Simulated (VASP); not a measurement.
# Cu3Pd (Pm-3m) in VASP: notebook

Runs on Cu3Pd. Level: LDA. Tasks: single point, relaxation of cell and atoms.

All numbers are computed with VASP 6.6.1; they aren't measurements. Logs are shortened: lines on timing, memory, paths and dates and some standing lists are left out, and cuts for length are marked.

### Step 1. The cell of the first run

The structure is cubic, space group Pm-3m (No. 221). Conventional cell: a = 3.611 Å, b = 3.611 Å, c = 3.611 Å, α = 90.00°, β = 90.00°, γ = 90.00°. Within 3.4 Å of Cu (site symmetry 4/mmm) lie 8 Cu at 2.55 Å and 4 Pd at 2.55 Å. Pd (site symmetry m-3m) has 12 Cu at 2.55 Å within 3.4 Å.

### Step 2. Single point, LDA

The input, INCAR:

```
ALGO     = Normal         # electronic algorithm
EDIFF    = 1E-6           # SCF threshold, eV
ENCUT    = 520            # plane-wave cutoff, eV
GGA      = CA             # functional
ISIF     = 2              # what is computed and relaxed
ISMEAR   = 0              # smearing method
LASPH    = True           # aspherical terms in the spheres
LCHARG   = True           # write CHGCAR
LELF     = True           # ELF
LREAL    = False          # projectors in reciprocal space
LVHAR    = True         
LWAVE    = False          # write WAVECAR
NBANDS   = 30             # bands
NELM     = 60             # most SCF steps
PREC     = Accurate       # precision mode
SIGMA    = 0.1            # smearing width, eV
```

The input, KPOINTS:

```
k-points
0
Gamma
  6 6 6
```

The input, POSCAR:

```
Cu3Pd
1.0
    3.6108015725      0.0000000000      0.0000000000
    0.0000000000      3.6108015725      0.0000000000
    0.0000000000      0.0000000000      3.6108015725
Cu Pd
3 1
Direct
    0.0000000000      0.5000000000      0.5000000000
    0.5000000000      0.0000000000      0.5000000000
    0.5000000000      0.5000000000      0.0000000000
    0.0000000000      0.0000000000      0.0000000000
```

Potentials or basis: VASP PAW LDA potentials, release 64 (Cu, Pd).

Run with:

```sh
$ cat potpaw_LDA.64/Cu/POTCAR potpaw_LDA.64/Pd/POTCAR > POTCAR
$ mpirun -np 1 vasp_std > vasp.out
```

OUTCAR:

```text
EDIFF = 1E-6
   ENCUT = 520
   GGA = CA
   ISIF = 2
   ISMEAR = 0
   LASPH = True
   LREAL = False
   NELM = 60
   PREC = Accurate

 ion  position               nearest neighbor table
   1  0.000  0.500  0.500-   2 2.55   3 2.55   4 2.55   3 2.55   4 2.55   2 2.55   4 2.55   4 2.55
                             2 2.55   3 2.55   3 2.55   2 2.55
   2  0.500  0.000  0.500-   1 2.55   3 2.55   4 2.55   3 2.55   4 2.55   1 2.55   3 2.55   3 2.55
                             1 2.55   4 2.55   4 2.55   1 2.55
   3  0.500  0.500  0.000-   1 2.55   2 2.55   4 2.55   1 2.55   2 2.55   2 2.55   4 2.55   2 2.55
                             1 2.55   4 2.55   1 2.55   4 2.55
   4  0.000  0.000  0.000-   1 2.55   2 2.55   3 2.55   1 2.55   2 2.55   1 2.55   3 2.55   1 2.55
                             2 2.55   3 2.55   2 2.55   3 2.55

  LATTYP: Found a simple cubic cell.
 ALAT       =     3.6108015725

  Lattice vectors:

 A1 = (   3.6108015725,   0.0000000000,   0.0000000000)
 A2 = (   0.0000000000,   3.6108015725,   0.0000000000)
 A3 = (   0.0000000000,   0.0000000000,   3.6108015725)

Analysis of symmetry for initial positions (statically):
=====================================================================
 Subroutine PRICEL returns:
 Original cell was already a primitive cell.

 Routine SETGRP: Setting up the symmetry group for a
 simple cubic supercell.

 Subroutine GETGRP returns: Found 48 space group operations
 (whereof 48 operations were pure point group operations)
 out of a pool of 48 trial point group operations.

The static configuration has the point symmetry O_h .

Analysis of symmetry for dynamics (positions and initial velocities):
=====================================================================
 Subroutine PRICEL returns:
 Original cell was already a primitive cell.

 Routine SETGRP: Setting up the symmetry group for a
 simple cubic supercell.

 Subroutine GETGRP returns: Found 48 space group operations
 (whereof 48 operations were pure point group operations)
 out of a pool of 48 trial point group operations.

The dynamic configuration has the point symmetry O_h .

 Subroutine INISYM returns: Found 48 space group operations
 (whereof 48 operations are pure point group operations),
 and found     1 'primitive' translations

----------------------------------------------------------------------------------------
[... 85 lines left out ...]
   ICHARG =      2    charge: 1-file 2-atom 10-const
   ISPIN  =      1    spin polarized calculation?
   LNONCOLLINEAR =      F non collinear calculations
   LSORBIT =      F    spin-orbit coupling
   LASPH  =      T    aspherical Exc in radial PAW
   ENCUT  =  520.0 eV  38.22 Ry    6.18 a.u.   6.71  6.71  6.71*2*pi/ulx,y,z
   NELM   =     60;   NELMIN=  2; NELMDL= -5     # of ELM steps
   EDIFF  = 0.1E-05   stopping-criterion for ELM
   LREAL  =      F    real-space projection
   EDIFFG = 0.1E-04   stopping-criterion for IOM
   NSW    =      0    number of steps for IOM
   IBRION =     -1    ionic relax: 0-MD 1-quasi-New 2-CG
   NFREE  =      0    steps in history (QN), initial steepest desc. (CG)
   ISIF   =      2    stress and relaxation
   ISYM   =      2    0-nonsym 1-usesym 2-fastsym
   POTIM  = 0.5000    time-step for ionic-motion
   TEBEG  =    0.0;   TEEND  =   0.0 temperature during run
   PSTRESS=    0.0 pullay stress
   NELECT =      43.0000    total number of electrons
   NUPDOWN=      -1.0000    fix difference up-down
   EMIN   =  10.00;   EMAX   =-10.00  energy-range for DOS
[... 5 lines left out ...]
     AMIX     =   0.40;   BMIX     =  1.00
     AMIX_MAG =   1.60;   BMIX_MAG =  1.00
  volume/ion in A,a.u.               =      11.77        79.42
  Fermi-wavevector in a.u.,A,eV,Ry     =   1.588403  3.001646 34.327826  2.523024
  Thomas-Fermi vector in A             =   2.687412
   LORBIT       =      0    0 simple, 1 ext, 2 COOP (PROOUT), +10 PAW based schemes
   GGA     = CA    functional components
   LHFCALC =     F    Hartree Fock is set to
   AEXX    =    0.0000 exact exchange contribution
   IVDW    =     0    specifies the selected vdW correction
   LEPSILON=     F    determine dielectric tensor
   LRPA    =     F    only Hartree local field effects (RPA)
 non-spin polarized calculation
 Gauss-broadening in eV      SIGMA  =   0.10
  energy-cutoff  :      520.00
  volume of cell :       47.08
 maximum number of plane-waves:      1328
 NGX is ok and might be reduce to    28
   NGX = 13   NGY = 13   NGZ = 13

 number of electron      42.9999925 magnetization

 Free energy of the ion-electron system (eV)
  ---------------------------------------------------
  ext. energy  EPLUGINS =         0.00000000
  ---------------------------------------------------
  free energy    TOTEN  =       -21.01962688 eV

  energy without entropy =      -21.01218587  energy(sigma->0) =      -21.01590637

 E-fermi :   8.7376     XC(G=0): -13.5937

 val. band max:        8.6795970003   @ k =   0.5000   0.5000   0.3333
 cond. band min:       8.7823571996   @ k =   0.5000   0.5000   0.1667
 fundamental gap:      0.1027601993
 Fermi energy:         8.7376218265

 k-point     1 :       0.0000    0.0000    0.0000
  band No.  band energies     occupation
      1      -0.3401      2.00000
      2       3.1628      2.00000
      3       3.1628      2.00000
      4       3.9443      2.00000
      5       3.9443      2.00000
      6       3.9443      2.00000
[... 649 lines left out ...]
     29      28.7701      0.00000
     30      28.7703      0.00000

------------------------ aborting loop because EDIFF is reached ----------------------------------------

  FORCE on cell =-STRESS in cart. coord.  units (eV):
  Direction    XX          YY          ZZ          XY          YZ          ZX
  --------------------------------------------------------------------------------------
  -------------------------------------------------------------------------------------
  Total        0.2197524      0.2197524      0.2197524      0.0000000      0.0000000     -0.0000000
  in kB        7.4788255      7.4788255      7.4788255      0.0000000      0.0000000     -0.0000000
  external PRESSURE =       7.4788255 kB  Pullay stress =       0.0000000 kB

 VOLUME and BASIS-vectors are now :
 -----------------------------------------------------------------------------
  energy-cutoff  :      520.00
  volume of cell :       47.08
      direct lattice vectors                 reciprocal lattice vectors
     3.610801572  0.000000000  0.000000000     0.276946816  0.000000000  0.000000000
     0.000000000  3.610801572  0.000000000     0.000000000  0.276946816  0.000000000
     0.000000000  0.000000000  3.610801572     0.000000000  0.000000000  0.276946816

 POSITION                                       TOTAL-FORCE (eV/Angst)
 -----------------------------------------------------------------------------------
      0.00000      1.80540      1.80540         0.000000      0.000000      0.000000
      1.80540      0.00000      1.80540         0.000000      0.000000      0.000000
      1.80540      1.80540      0.00000         0.000000      0.000000      0.000000
      0.00000      0.00000      0.00000         0.000000      0.000000      0.000000
 -----------------------------------------------------------------------------------
    total drift:                                0.000000      0.000000      0.000000

  FREE ENERGIE OF THE ION-ELECTRON SYSTEM (eV)
  ---------------------------------------------------
  free  energy   TOTEN  =       -21.0196268774 eV

  energy  without entropy=      -21.0121858723  energy(sigma->0) =      -21.01590637
```

It took 24 s on 1 thread of Intel Xeon 6975P-C (Granite Rapids), shared host; peak memory 0.15 GiB.

What came out:

* Free energy: -21.0196 eV
* Pressure: 0.7 GPa

### Step 3. Relaxation of cell and atoms, LDA

This run uses another cell than the first one, of 12.89 Å³/atom, 1.095 times its volume.

The input, INCAR:

```
SYSTEM = Cu3Pd
PREC = Accurate
ENCUT = 600
EDIFF = 1E-7
ISMEAR = 0
SIGMA = 0.1
LREAL = .FALSE.
LASPH = .TRUE.
NELM = 100
ALGO = Normal
ISIF = 3
LWAVE = .FALSE.
LCHARG = .FALSE.
IBRION = 2
NSW = 100
EDIFFG = -0.05
```

The input, KPOINTS:

```
Automatic mesh
0
G
  6 6 6
  0 0 0
```

The input, POSCAR:

```
Cu3Pd
1.0
    3.7220000000      0.0000000000      0.0000000000
    0.0000000000      3.7220000000      0.0000000000
    0.0000000000      0.0000000000      3.7220000000
Cu Pd
3 1
Direct
    0.0000000000      0.5000000000      0.5000000000
    0.5000000000      0.0000000000      0.5000000000
    0.5000000000      0.5000000000      0.0000000000
    0.0000000000      0.0000000000      0.0000000000
```

Potentials or basis: VASP PAW LDA potentials, release 64 (Cu, Pd).

Run with:

```sh
$ cat potpaw_LDA.64/Cu/POTCAR potpaw_LDA.64/Pd/POTCAR > POTCAR
$ mpirun -np 1 vasp_std > vasp.out
```

It took 61 s on 1 thread of Intel Xeon 6975P-C (Granite Rapids), shared host; peak memory 0.17 GiB.

The run converged. Its results:

```
Free energy                            : -21.0223 eV
Relaxed volume                         : 11.82 Å³/atom
Relaxed cell                           : a = 3.616 Å, b = 3.616 Å, c = 3.616 Å, α = 90.00°, β = 90.00°, γ = 90.00°
Space group after relaxing (to 0.05 Å) : Pm-3m (No. 221)
Energy gained by relaxing              : 50.2 meV/atom
Ionic steps                            : 3
Pressure after relaxing                : -0.2 GPa
```

The path:
| step | energy change (eV) | largest force (eV/Å) | pressure (GPa) | volume (Å³) |
| --- | --- | --- | --- | --- |
| 1 | 0.0000 | 0.0000 | -13.55 | 51.56 |
| 2 | -0.0264 | 0.0000 | 17.72 | 43.85 |
| 3 | -0.2007 | 0.0000 | -0.18 | 47.29 |

Final structure:
```
Cu Pd
1.0
     3.61626    0.00000    0.00000
     0.00000    3.61626    0.00000
     0.00000    0.00000    3.61626
Cu Pd
3 1
Direct
  0.00000 0.50000 0.50000
  0.50000 0.00000 0.50000
  0.50000 0.50000 0.00000
  0.00000 0.00000 0.00000
```

Levels at points of the mesh, in eV from the Fermi level:
```csv
k point,band 18,band 19,band 20,band 21,band 22,band 23,band 24,band 25
"(0.00, 0.00, 0.00)",-0.85,-0.38,-0.38,-0.38,2.08,2.08,2.08,8.73
"(0.50, 0.00, 0.00)",-1.72,-1.57,-1.27,-1.24,-0.41,7.26,7.26,7.48
"(0.50, 0.50, 0.00)",-2.00,-1.69,-1.69,0.06,0.06,1.23,1.37,9.66
"(0.50, 0.50, 0.50)",-0.92,-0.92,-0.76,-0.76,-0.23,-0.23,-0.23,5.28
```

### Step 4. Single point, LDA

This run uses another cell than the first one, of 11.36 Å³/atom, 0.965 times its volume.

The input, INCAR:

```
SYSTEM = Cu3Pd
PREC = Accurate
ENCUT = 520
EDIFF = 1E-7
ISMEAR = -1
SIGMA = 0.15
LREAL = .False.
LASPH = .True.
NELM = 100
ALGO = Fast
ISIF = 2
LWAVE = .False.
LCHARG = .True.
GGA = CA
LELF = .True.
LVHAR = .True.
NBANDS = 30
```

The input, KPOINTS:

```
Automatic mesh
0
Gamma
  12 12 12
  0 0 0
```

The input, POSCAR:

```
Cu3Pd
1.0
    3.5686703778      0.0000000000      0.0000000000
    0.0000000000      3.5686703778      0.0000000000
    0.0000000000      0.0000000000      3.5686703778
Cu Pd
3 1
Direct
    0.0000000000      0.5000000000      0.5000000000
    0.5000000000      0.0000000000      0.5000000000
    0.5000000000      0.5000000000      0.0000000000
    0.0000000000      0.0000000000      0.0000000000
```

Run with:

```sh
$ cat potpaw_LDA.64/Cu/POTCAR potpaw_LDA.64/Pd/POTCAR > POTCAR
$ mpirun -np 1 vasp_std > vasp.out
```

It took 100 s on 1 thread of Intel Xeon 6975P-C (Granite Rapids), shared host; peak memory 0.21 GiB.

It converged, with:

- Free energy: -21.0052 eV
- Pressure: 8.6 GPa

Levels at points of the mesh, in eV from the Fermi level:
```
           k point  band 20  band 21  band 22  band 23  band 24  band 25
(0.00, 0.00, 0.00)    -0.41    -0.41     2.03     2.03     2.03     8.99
(0.50, 0.00, 0.00)    -1.33    -1.32    -0.44     7.40     7.40     7.65
(0.50, 0.50, 0.00)    -1.79     0.05     0.05     1.27     1.41     9.86
(0.50, 0.50, 0.50)    -0.81    -0.81    -0.36    -0.36    -0.36     5.52
```

### Step 5. Single point, LDA

The input, INCAR:

```
PREC     = Accurate       # precision mode
ENCUT    = 520            # plane-wave cutoff, eV
EDIFF    = 1E-6           # SCF threshold, eV
ISMEAR   = 0              # smearing method
SIGMA    = 0.1            # smearing width, eV
LREAL    = F              # projectors in reciprocal space
LASPH    = T              # aspherical terms in the spheres
NELM     = 100            # most SCF steps
ALGO     = Fast           # electronic algorithm
ISIF     = 2              # what is computed and relaxed
LWAVE    = F              # write WAVECAR
LCHARG   = F              # write CHGCAR
NBANDS   = 30             # bands
```

The input, KPOINTS:

```
Automatic mesh
0
Gamma
  12 12 12
```

The input, POSCAR:

```
Cu3Pd
1.0
    3.6118392197      0.0000000000      0.0000000000
    0.0000000000      3.6118392197      0.0000000000
    0.0000000000      0.0000000000      3.6118392197
Cu Pd
3 1
Direct
    0.0000000000      0.5000000000      0.5000000000
    0.5000000000      0.0000000000      0.5000000000
    0.5000000000      0.5000000000      0.0000000000
    0.0000000000      0.0000000000      0.0000000000
```

Run with:

```sh
$ cat potpaw_LDA.64/Cu/POTCAR potpaw_LDA.64/Pd/POTCAR > POTCAR
$ mpirun -np 1 vasp_std > vasp.out
```

Run time: 87 s. Hardware: 1 thread of Intel Xeon 6975P-C (Granite Rapids), shared host; peak memory 0.21 GiB.

Results (log left out):

```
Free energy : -21.0087 eV
Pressure    : 0.7 GPa
```

Levels at points of the mesh, in eV from the Fermi level:
| k point | band 20 | band 21 | band 22 | band 23 | band 24 | band 25 |
| --- | --- | --- | --- | --- | --- | --- |
| (0.00, 0.00, 0.00) | -0.39 | -0.39 | 2.08 | 2.08 | 2.08 | 8.76 |
| (0.50, 0.00, 0.00) | -1.26 | -1.25 | -0.41 | 7.27 | 7.27 | 7.50 |
| (0.50, 0.50, 0.00) | -1.70 | 0.06 | 0.06 | 1.23 | 1.37 | 9.68 |
| (0.50, 0.50, 0.50) | -0.76 | -0.76 | -0.24 | -0.24 | -0.24 | 5.31 |

### Step 6. Relaxation of cell and atoms, LDA

This run uses another cell than the first one, of 12.89 Å³/atom, 1.095 times its volume.

The input, INCAR:

```
SYSTEM = Cu3Pd
PREC = Accurate
ENCUT = 700
EDIFF = 1E-7
ISMEAR = 0
SIGMA = 0.1
LREAL = .FALSE.
LASPH = .TRUE.
NELM = 120
ALGO = Normal
ISIF = 3
LWAVE = .FALSE.
LCHARG = .FALSE.
IBRION = 2
NSW = 100
EDIFFG = -0.05
GGA_COMPAT = .FALSE.
NELMIN = 4
```

The input, KPOINTS:

```
Automatic mesh
0
G
  6 6 6
  0 0 0
```

The input, POSCAR:

```
Cu3Pd
1.0
    3.7220000000      0.0000000000      0.0000000000
    0.0000000000      3.7220000000      0.0000000000
    0.0000000000      0.0000000000      3.7220000000
Cu Pd
3 1
Direct
    0.0000000000      0.5000000000      0.5000000000
    0.5000000000      0.0000000000      0.5000000000
    0.5000000000      0.5000000000      0.0000000000
    0.0000000000      0.0000000000      0.0000000000
```

Potentials or basis: VASP PAW LDA potentials, release 64 (Cu_sv_GW, Pd_sv_GW).

Run with:

```sh
$ cat potpaw_LDA.64/Cu_sv_GW/POTCAR potpaw_LDA.64/Pd_sv_GW/POTCAR > POTCAR
$ mpirun -np 1 vasp_std > vasp.out
```

Run time: 3.9 min. Hardware: 1 thread of Intel Xeon Platinum 8259CL at 2.50GHz (Skylake/Cascade Lake), shared host; peak memory 0.22 GiB.

It converged, with:

```
Free energy                            : -20.0863 eV
Relaxed volume                         : 11.68 Å³/atom
Relaxed cell                           : a = 3.601 Å, b = 3.601 Å, c = 3.601 Å, α = 90.00°, β = 90.00°, γ = 90.00°
Space group after relaxing (to 0.05 Å) : Pm-3m (No. 221)
Energy gained by relaxing              : 73.8 meV/atom
Ionic steps                            : 3
Pressure after relaxing                : -0.6 GPa
```

Step by step:
| step | energy change (eV) | largest force (eV/Å) | pressure (GPa) | volume (Å³) |
| --- | --- | --- | --- | --- |
| 1 | 0.0000 | 0.0000 | -17.16 | 51.56 |
| 2 | 0.1018 | 0.0000 | 29.99 | 41.93 |
| 3 | -0.2950 | 0.0000 | -0.60 | 46.71 |

Final structure:
```
Cu Pd
1.0
     3.60144    0.00000    0.00000
     0.00000    3.60144    0.00000
     0.00000    0.00000    3.60144
Cu Pd
3 1
Direct
  0.00000 0.50000 0.50000
  0.50000 0.00000 0.50000
  0.50000 0.50000 0.00000
  0.00000 0.00000 0.00000
```

Levels at points of the mesh, in eV from the Fermi level:
```tsv
k point	band 34	band 35	band 36	band 37	band 38	band 39	band 40	band 41
(0.00, 0.00, 0.00)	-0.84	-0.37	-0.37	-0.37	2.03	2.03	2.03	8.83
(0.50, 0.00, 0.00)	-1.71	-1.60	-1.25	-1.24	-0.40	7.30	7.30	7.51
(0.50, 0.50, 0.00)	-2.00	-1.70	-1.70	0.08	0.08	1.25	1.38	9.71
(0.50, 0.50, 0.50)	-0.91	-0.91	-0.75	-0.75	-0.30	-0.30	-0.30	5.34
```

LDA usually gives volumes a few per cent too small. Zero-point motion and thermal expansion aren't in these numbers.

### Step 7. Overview

| task | potentials or basis | cell | k mesh | cutoff (eV) | smearing | second run | gap on the mesh (eV) | pressure (GPa) |
| --- | --- | --- | --- | --- | --- | --- | --- | --- |
| single point | VASP PAW LDA potentials, release 64 (Cu, Pd) | a = 3.611 Å, 4 atoms | 6 × 6 × 6 | 520 | gaussian 0.1 eV | - | none | 0.7 |
| relaxation of cell and atoms | VASP PAW LDA potentials, release 64 (Cu, Pd) | relaxed from a = 3.722 Å, 4 atoms | 6 × 6 × 6 | 600 | gaussian 0.1 eV | - | none | -0.2 |
| single point | VASP PAW LDA potentials, release 64 (Cu, Pd) | a = 3.569 Å, 4 atoms | 12 × 12 × 12 | 520 | fermi-dirac 0.15 eV | - | none | 8.6 |
| single point | VASP PAW LDA potentials, release 64 (Cu, Pd) | a = 3.612 Å, 4 atoms | 12 × 12 × 12 | 520 | gaussian 0.1 eV | - | none | 0.7 |
| relaxation of cell and atoms | VASP PAW LDA potentials, release 64 (Cu_sv_GW, Pd_sv_GW) | relaxed from a = 3.722 Å, 4 atoms | 6 × 6 × 6 | 700 | gaussian 0.1 eV | valence_matched | none | -0.6 |

Alike in all rows: level LDA; no spin polarisation.

Total energies depend on the potentials used, so only differences within one code and one set of settings carry meaning.
